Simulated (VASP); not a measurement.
# CdSe (P6_3/mmc) in VASP: settings compared

Aim: see how the results for CdSe move with the level of theory and the settings. Levels: PBE, r2SCAN. Tasks: single point.

Everything below comes from runs of VASP 6.6.1. Logs are shortened: lines on timing, memory, paths and dates and some standing lists are left out, and cuts for length are marked.

## (1) The cell of the first run

Symmetry: P6_3/mmc, No. 194, hexagonal system. The conventional cell has a = 4.143 Å, b = 4.143 Å, c = 6.828 Å, α = 90.00°, β = 90.00°, γ = 120.00°. Cd (site symmetry -3m) has 6 Se at 2.94 Å and 2 Cd at 3.41 Å within 3.9 Å. Within 3.9 Å of Se (site symmetry -6m2) lie 6 Cd at 2.94 Å.

## (2) Single point, PBE (25.37 Å³/atom)

The input, INCAR:

```
ALGO = Normal
EDIFF = 1E-7
ENCUT = 520
GGA = PE
ISIF = 2
ISMEAR = -1
LASPH = T
LCHARG = F
LREAL = F
LWAVE = F
NBANDS = 26
NELM = 80
PREC = Accurate
SIGMA = 0.02
```

The input, KPOINTS:

```
k-points
0
Gamma
  6 6 4
```

The input, POSCAR:

```
CdSe
1.0
    4.1428185125      0.0000000000      0.0000000000
   -2.0714092562      3.5877860751      0.0000000000
    0.0000000000      0.0000000000      6.8284773435
Cd Se
2 2
Direct
    0.0000000000      0.0000000000      0.0000000000
    0.0000000000      0.0000000000      0.5000000000
    0.3333333333      0.6666666667      0.2500000000
    0.6666666667      0.3333333333      0.7500000000
```

Potentials or basis: VASP PAW PBE potentials, release 64 (Cd, Se).

The run is started by

```console
> cat potpaw_PBE.64/Cd/POTCAR potpaw_PBE.64/Se/POTCAR > POTCAR
> mpirun -np 1 vasp_std > vasp.out
```

OUTCAR:

```text
EDIFF = 1E-7
   ENCUT = 520
   GGA = PE
   ISIF = 2
   ISMEAR = -1
   LASPH = T
   LREAL = F
   NELM = 80
   PREC = Accurate

 ion  position               nearest neighbor table
   1  0.000  0.000  0.000-   3 2.94   4 2.94   3 2.94   4 2.94   4 2.94   3 2.94   2 3.41   2 3.41

   2  0.000  0.000  0.500-   3 2.94   4 2.94   3 2.94   4 2.94   4 2.94   3 2.94   1 3.41   1 3.41

   3  0.333  0.667  0.250-   1 2.94   2 2.94   1 2.94   2 2.94   1 2.94   2 2.94
   4  0.667  0.333  0.750-   1 2.94   2 2.94   1 2.94   2 2.94   1 2.94   2 2.94

  LATTYP: Found a hexagonal cell.
 ALAT       =     4.1428185125
 C/A-ratio  =     1.6482685213

  Lattice vectors:

 A1 = (   4.1428185125,   0.0000000000,   0.0000000000)
 A2 = (  -2.0714092562,   3.5877860751,   0.0000000000)
 A3 = (   0.0000000000,   0.0000000000,   6.8284773435)

Analysis of symmetry for initial positions (statically):
=====================================================================
 Subroutine PRICEL returns:
 Original cell was already a primitive cell.

 Routine SETGRP: Setting up the symmetry group for a
 hexagonal supercell.

 Subroutine GETGRP returns: Found 24 space group operations
 (whereof 12 operations were pure point group operations)
 out of a pool of 24 trial point group operations.

The static configuration has the point symmetry D_3d.
 The point group associated with its full space group is D_6h.

Analysis of symmetry for dynamics (positions and initial velocities):
=====================================================================
 Subroutine PRICEL returns:
 Original cell was already a primitive cell.

 Routine SETGRP: Setting up the symmetry group for a
 hexagonal supercell.

 Subroutine GETGRP returns: Found 24 space group operations
 (whereof 12 operations were pure point group operations)
 out of a pool of 24 trial point group operations.

The dynamic configuration has the point symmetry D_3d.
 The point group associated with its full space group is D_6h.

 Subroutine INISYM returns: Found 24 space group operations
 (whereof 12 operations are pure point group operations),
 and found     1 'primitive' translations

----------------------------------------------------------------------------------------

                                     Primitive cell

  volume of cell :     101.4954

  direct lattice vectors                    reciprocal lattice vectors
     4.142818512  0.000000000  0.000000000     0.241381561  0.139361709  0.000000000
    -2.071409256  3.587786075  0.000000000     0.000000000  0.278723419  0.000000000
     0.000000000  0.000000000  6.828477344     0.000000000  0.000000000  0.146445532

  length of vectors
     4.142818512  4.142818512  6.828477344     0.278723419  0.278723419  0.146445532

  position of ions in fractional coordinates (direct lattice)
     0.000000000  0.000000000  0.000000000
     0.000000000  0.000000000  0.500000000
     0.333333333  0.666666667  0.250000000
     0.666666667  0.333333333  0.750000000

  ion indices of the primitive-cell ions
   primitive index   ion index
                 1           1
                 2           2
                 3           3
                 4           4

----------------------------------------------------------------------------------------

 KPOINTS: k-points

Automatic generation of k-mesh.
 Grid dimensions read from file:
 generate k-points for:    6    6    4

 Generating k-lattice:

  Cartesian coordinates                     Fractional coordinates (reciprocal lattice)
     0.040230260  0.023226952  0.000000000     0.166666667  0.000000000  0.000000000
     0.000000000  0.046453903  0.000000000     0.000000000  0.166666667  0.000000000
     0.000000000  0.000000000  0.036611383     0.000000000  0.000000000  0.250000000

  Length of vectors
     0.046453903  0.046453903  0.036611383

  Shift w.r.t. Gamma in fractional coordinates (k-lattice)
     0.000000000  0.000000000  0.000000000

 Subroutine IBZKPT returns following result:
 ===========================================

 Found     21 irreducible k-points:

 Following reciprocal coordinates:
            Coordinates               Weight
  0.000000  0.000000  0.000000      1.000000
  0.166667 -0.000000  0.000000      6.000000
  0.333333  0.000000  0.000000      6.000000
  0.500000 -0.000000  0.000000      3.000000
  0.166667  0.166667  0.000000      6.000000
  0.333333  0.166667  0.000000     12.000000
[... 13 lines left out ...]
  0.333333  0.166667  0.500000     12.000000
  0.333333  0.333333  0.500000      2.000000
   k-points           NKPTS =     21   k-points in BZ     NKDIM =     21   number of bands    NBANDS=     26
   number of dos      NEDOS =    301   number of ions     NIONS =      4
   total plane-waves  NPLWV =  55296
   dimension x,y,z NGX =    32 NGY =   32 NGZ =   54
   dimension x,y,z NGXF=    64 NGYF=   64 NGZF=  108
   ions per type =               2   2
   NGX,Y,Z   is equivalent  to a cutoff of  12.84, 12.84, 13.15 a.u.
   NGXF,Y,Z  is equivalent  to a cutoff of  25.68, 25.68, 26.29 a.u.
 SYSTEM =  unknown system
   PREC   = accura    normal or accurate (medium, high low for compatibility)
   ISTART =      0    job   : 0-new  1-cont  2-samecut
   ICHARG =      2    charge: 1-file 2-atom 10-const
   ISPIN  =      1    spin polarized calculation?
   LNONCOLLINEAR =      F non collinear calculations
   LSORBIT =      F    spin-orbit coupling
   LASPH  =      T    aspherical Exc in radial PAW
   ENCUT  =  520.0 eV  38.22 Ry    6.18 a.u.   7.70  7.70 12.70*2*pi/ulx,y,z
   NELM   =     80;   NELMIN=  2; NELMDL= -5     # of ELM steps
   EDIFF  = 0.1E-06   stopping-criterion for ELM
   LREAL  =      F    real-space projection
   EDIFFG = 0.1E-05   stopping-criterion for IOM
   NSW    =      0    number of steps for IOM
   IBRION =     -1    ionic relax: 0-MD 1-quasi-New 2-CG
   NFREE  =      0    steps in history (QN), initial steepest desc. (CG)
   ISIF   =      2    stress and relaxation
   ISYM   =      2    0-nonsym 1-usesym 2-fastsym
   POTIM  = 0.5000    time-step for ionic-motion
   TEBEG  =    0.0;   TEEND  =   0.0 temperature during run
   PSTRESS=    0.0 pullay stress
   NELECT =      36.0000    total number of electrons
   NUPDOWN=      -1.0000    fix difference up-down
   EMIN   =  10.00;   EMAX   =-10.00  energy-range for DOS
   EFERMI =   0.00;   METHOD = LEGACY
   ISMEAR =    -1;   SIGMA  =   0.02  broadening in eV -4-tet -1-fermi 0-gaus
   EFERMI_NEDOS =   21; number of points for ismear=-14 and -15
   IALGO  =     38    algorithm
   IMIX   =      4    mixing-type and parameters
     AMIX     =   0.40;   BMIX     =  1.00
     AMIX_MAG =   1.60;   BMIX_MAG =  1.00
  volume/ion in A,a.u.               =      25.37       171.23
  Fermi-wavevector in a.u.,A,eV,Ry     =   1.158849  2.189907 18.271689  1.342931
  Thomas-Fermi vector in A             =   2.295447
   LORBIT       =      0    0 simple, 1 ext, 2 COOP (PROOUT), +10 PAW based schemes
   GGA     = PE    functional components
   LHFCALC =     F    Hartree Fock is set to
   AEXX    =    0.0000 exact exchange contribution
   IVDW    =     0    specifies the selected vdW correction
   LEPSILON=     F    determine dielectric tensor
   LRPA    =     F    only Hartree local field effects (RPA)
 non-spin polarized calculation
  energy-cutoff  :      520.00
  volume of cell :      101.50
 maximum number of plane-waves:      2754
 NGX is ok and might be reduce to    32
   NGX = 15   NGY = 15   NGZ = 25

 number of electron      36.0000003 magnetization

 Free energy of the ion-electron system (eV)
  ---------------------------------------------------
  ext. energy  EPLUGINS =         0.00000000
  ---------------------------------------------------
  free energy    TOTEN  =       -10.25221146 eV

  energy without entropy =      -10.25126447  energy(sigma->0) =      -10.25173797

 E-fermi :   1.7542     XC(G=0):  -9.6590

 val. band max:        1.7158592138   @ k =   0.1667  -0.0000   0.0000
 cond. band min:       1.9712739677   @ k =   0.3333   0.3333   0.0000
 fundamental gap:      0.2554147539
 Fermi energy:         1.7542474249

 k-point     1 :       0.0000    0.0000    0.0000
  band No.  band energies     occupation
      1     -10.8197      2.00000
      2     -10.0673      2.00000
      3      -6.3976      2.00000
      4      -6.3554      2.00000
      5      -6.3554      2.00000
      6      -6.1408      2.00000
[... 18 lines left out ...]
     25       9.4042      0.00000
     26       9.8429      0.00000

 k-point     2 :       0.1667   -0.0000    0.0000
  band No.  band energies     occupation
      1     -10.6706      2.00000
      2     -10.0687      2.00000
      3      -6.3910      2.00000
      4      -6.3496      2.00000
      5      -6.2087      2.00000
      6      -6.1682      2.00000
[... 18 lines left out ...]
     25       9.1195      0.00000
     26       9.2653      0.00000

 k-point     3 :       0.3333    0.0000    0.0000
  band No.  band energies     occupation
      1     -10.3360      2.00000
      2     -10.0671      2.00000
      3      -6.3893      2.00000
      4      -6.3588      2.00000
      5      -6.2502      2.00000
      6      -6.2138      2.00000
[... 18 lines left out ...]
     25       9.0581      0.00000
     26      10.2953      0.00000

 k-point     4 :       0.5000   -0.0000    0.0000
  band No.  band energies     occupation
      1     -10.1622      2.00000
      2     -10.0451      2.00000
      3      -6.4014      2.00000
      4      -6.3699      2.00000
      5      -6.2919      2.00000
      6      -6.2494      2.00000
[... 18 lines left out ...]
     25       9.2346      0.00000
     26      11.4069      0.00000
[... 409 lines left out ...]
      1     -10.2489      2.00000
      2     -10.2489      2.00000
      3      -6.2352      2.00000
      4      -6.2352      2.00000
      5      -6.1628      2.00000
      6      -6.1628      2.00000
[... 18 lines left out ...]
     25       9.4750      0.00000
     26       9.4750      0.00000

 k-point    20 :       0.3333    0.1667    0.5000
  band No.  band energies     occupation
      1     -10.1047      2.00000
      2     -10.1047      2.00000
      3      -6.2593      2.00000
      4      -6.2593      2.00000
      5      -6.1536      2.00000
      6      -6.1536      2.00000
[... 18 lines left out ...]
     25      10.1394      0.00000
     26      10.1394      0.00000

 k-point    21 :       0.3333    0.3333    0.5000
  band No.  band energies     occupation
      1     -10.0568      2.00000
      2     -10.0568      2.00000
      3      -6.2991      2.00000
      4      -6.2991      2.00000
      5      -6.1132      2.00000
      6      -6.1132      2.00000
[... 18 lines left out ...]
     25      10.0868      0.00000
     26      10.0868      0.00000

------------------------ aborting loop because EDIFF is reached ----------------------------------------

  FORCE on cell =-STRESS in cart. coord.  units (eV):
  Direction    XX          YY          ZZ          XY          YZ          ZX
  --------------------------------------------------------------------------------------
  -------------------------------------------------------------------------------------
  Total       -1.6592997     -1.6592997     -1.8608570     -0.0000000     -0.0000000      0.0000000
  in kB      -26.1932324    -26.1932324    -29.3749584     -0.0000000     -0.0000000      0.0000000
  external PRESSURE =     -27.2538078 kB  Pullay stress =       0.0000000 kB

 VOLUME and BASIS-vectors are now :
 -----------------------------------------------------------------------------
  energy-cutoff  :      520.00
  volume of cell :      101.50
      direct lattice vectors                 reciprocal lattice vectors
     4.142818512  0.000000000  0.000000000     0.241381561  0.139361709  0.000000000
    -2.071409256  3.587786075  0.000000000     0.000000000  0.278723419  0.000000000
     0.000000000  0.000000000  6.828477344     0.000000000  0.000000000  0.146445532

 POSITION                                       TOTAL-FORCE (eV/Angst)
 -----------------------------------------------------------------------------------
      0.00000      0.00000      0.00000         0.000000      0.000000     -0.000000
      0.00000      0.00000      3.41424         0.000000      0.000000     -0.000000
     -0.00000      2.39186      1.70712         0.000000      0.000000      0.000000
      2.07141      1.19593      5.12136        -0.000000      0.000000     -0.000000
 -----------------------------------------------------------------------------------
    total drift:                                0.000000     -0.000000      0.000000

  FREE ENERGIE OF THE ION-ELECTRON SYSTEM (eV)
  ---------------------------------------------------
  free  energy   TOTEN  =       -10.2522114647 eV

  energy  without entropy=      -10.2512644694  energy(sigma->0) =      -10.25173797
```

Run time: 58 s. Hardware: 1 thread of AMD EPYC 9R14 (Zen 4), shared host; peak memory 0.21 GiB.

Results:

| Item | Value |
| --- | --- |
| Free energy | -10.2522 eV |
| Pressure | -2.7 GPa |
| Band gap on the k mesh | zero (bands 18 and 19 overlap by 0.05 eV) |

Stress tensor (GPa, compression positive):
```
-2.62  0.00  0.00
 0.00 -2.62  0.00
 0.00  0.00 -2.94
```

Caveat: semilocal functionals underestimate gaps, and a narrow one can read as zero.

## (3) Single point, r2SCAN (21.89 Å³/atom)

This run uses another cell than the first one, of 21.89 Å³/atom.

The input, POSCAR:

```
CdSe
1.0
    3.9372998461      0.0000000000      0.0000000000
   -1.9686499230      3.4098016891      0.0000000000
    0.0000000000      0.0000000000      6.5227992310
Cd Se
2 2
Direct
    0.0000000000      0.0000000000      0.0000000000
    0.0000000000      0.0000000000      0.5000000000
    0.3333333333      0.6666666667      0.2500000000
    0.6666666667      0.3333333333      0.7500000000
```

The input, INCAR.step1:

```
ALGO = Normal
EDIFF = 1E-4
ENCUT = 520
GGA = PE
ISMEAR = -1
LASPH = T
LCHARG = F
LREAL = F
LWAVE = T
NBANDS = 26
NELM = 60
PREC = Accurate
SIGMA = 0.02
```

The input, INCAR.step2:

```
ALGO = Normal
EDIFF = 1E-7
ENCUT = 520
ISIF = 2
ISMEAR = -1
ISTART = 1
LASPH = T
LCHARG = T
LELF = T
LMIXTAU = T
LREAL = F
LVHAR = T
LWAVE = F
METAGGA = R2SCAN
NBANDS = 26
NELM = 60
PREC = Accurate
SIGMA = 0.02
```

KPOINTS is that of step 2.

Potentials or basis: VASP PAW PBE potentials, release 64 (Cd, Se).

The run is started by

```console
> cat potpaw_PBE.64/Cd/POTCAR potpaw_PBE.64/Se/POTCAR > POTCAR
> cp INCAR.step1 INCAR
> mpirun -np 1 vasp_std > vasp.out
> cp INCAR.step2 INCAR
> mpirun -np 1 vasp_std > vasp.out
```

Run time: 4.3 min. Hardware: 1 thread of AMD EPYC 9R14 (Zen 4), shared host; peak memory 0.2 GiB.

Results (log left out):

| Item | Value |
| --- | --- |
| Free energy | -71.1722 eV |
| Pressure | 5.4 GPa |
| Band gap on the k mesh | 0.69 eV (least direct gap 0.83 eV) |

Stress tensor (GPa, compression positive):
```
5.30 0.00 0.00
0.00 5.30 0.00
0.00 0.00 5.74
```

Levels at points of the mesh, in eV from the valence-band top:
```csv
k point,band 16,band 17,band 18,band 19,band 20,band 21
"(0.00, 0.00, 0.00)",-0.80,-0.03,-0.03,0.80,3.44,6.69
"(0.50, 0.00, 0.00)",-2.36,-1.78,-0.06,2.60,3.68,3.83
"(0.00, 0.00, 0.50)",-0.38,-0.38,-0.38,3.29,3.29,7.05
"(0.50, 0.00, 0.50)",-1.50,-1.37,-1.37,2.06,2.06,5.77
```

Caveat: the cell stands under pressure; semilocal functionals underestimate gaps, and a narrow one can read as zero; the PAW data sets were made with another functional, which shifts forces and pressure a little. A k mesh can miss the band edges.

## (4) Single point, r2SCAN (22.59 Å³/atom)

This run uses another cell than the first one, of 22.59 Å³/atom.

The input, POSCAR:

```
CdSe
1.0
    3.9787481536      0.0000000000      0.0000000000
   -1.9893740768      3.4456969763      0.0000000000
    0.0000000000      0.0000000000      6.5914653216
Cd Se
2 2
Direct
    0.0000000000      0.0000000000      0.0000000000
    0.0000000000      0.0000000000      0.5000000000
    0.3333333333      0.6666666667      0.2500000000
    0.6666666667      0.3333333333      0.7500000000
```

The input, INCAR.step1:

```
SYSTEM = CdSe
PREC     = Accurate       ! precision mode
ENCUT    = 520            ! plane-wave cutoff, eV
ISMEAR   = -1             ! smearing method
SIGMA    = 0.02           ! smearing width, eV
LREAL    = .False.        ! projectors in reciprocal space
LASPH    = .True.         ! aspherical terms in the spheres
NELM     = 80             ! most SCF steps
NBANDS   = 26             ! bands
GGA      = PE             ! functional
ALGO     = Normal         ! electronic algorithm
EDIFF    = 1E-4           ! SCF threshold, eV
LWAVE    = .True.         ! write WAVECAR
LCHARG   = .False.        ! write CHGCAR
```

The input, INCAR.step2:

```
SYSTEM = CdSe
PREC     = Accurate       ! precision mode
ENCUT    = 520            ! plane-wave cutoff, eV
EDIFF    = 1E-6           ! SCF threshold, eV
ISMEAR   = -1             ! smearing method
SIGMA    = 0.02           ! smearing width, eV
LREAL    = .False.        ! projectors in reciprocal space
LASPH    = .True.         ! aspherical terms in the spheres
NELM     = 80             ! most SCF steps
ALGO     = Normal         ! electronic algorithm
ISIF     = 2              ! what is computed and relaxed
LWAVE    = .False.        ! write WAVECAR
LCHARG   = .False.        ! write CHGCAR
METAGGA  = R2SCAN         ! meta-GGA
LMIXTAU  = .True.       
NBANDS   = 26             ! bands
ISTART   = 1
```

The input, KPOINTS:

```
Automatic mesh
0
Gamma
  6 6 4
  0 0 0
```

The run is started by

```console
> cat potpaw_PBE.64/Cd/POTCAR potpaw_PBE.64/Se/POTCAR > POTCAR
> cp INCAR.step1 INCAR
> mpirun -np 1 vasp_std > vasp.out
> cp INCAR.step2 INCAR
> mpirun -np 1 vasp_std > vasp.out
```

Run time: 4.1 min. Hardware: 1 thread of AMD EPYC 9R14 (Zen 4), shared host; peak memory 0.2 GiB.

It converged, with:

```
Free energy            : -71.2427 eV
Pressure               : 2.7 GPa
Band gap on the k mesh : 0.66 eV (least direct gap 0.69 eV)
```

Stress tensor (GPa, compression positive):
```
2.62 0.00 0.00
0.00 2.62 0.00
0.00 0.00 2.82
```

Levels at points of the mesh, in eV from the valence-band top:
```
           k point  band 15  band 16  band 17  band 18  band 19  band 20  band 21  band 22
(0.00, 0.00, 0.00)    -0.74    -0.74    -0.03    -0.03     0.66     3.44     6.69     6.69
(0.50, 0.00, 0.00)    -3.25    -2.23    -1.72    -0.06     2.52     3.65     3.83     5.81
(0.00, 0.00, 0.50)    -0.36    -0.36    -0.36    -0.36     3.17     3.17     6.99     6.99
(0.50, 0.00, 0.50)    -1.44    -1.44    -1.29    -1.29     2.05     2.05     5.79     5.79
```

Caveat: semilocal functionals underestimate gaps, and a narrow one can read as zero; the PAW data sets were made with another functional, which shifts forces and pressure a little. A k mesh can miss the band edges.

(Part 1 of 2 ends here.)

The gap in the log of VASP goes by the Fermi energy; the results here count the filled bands.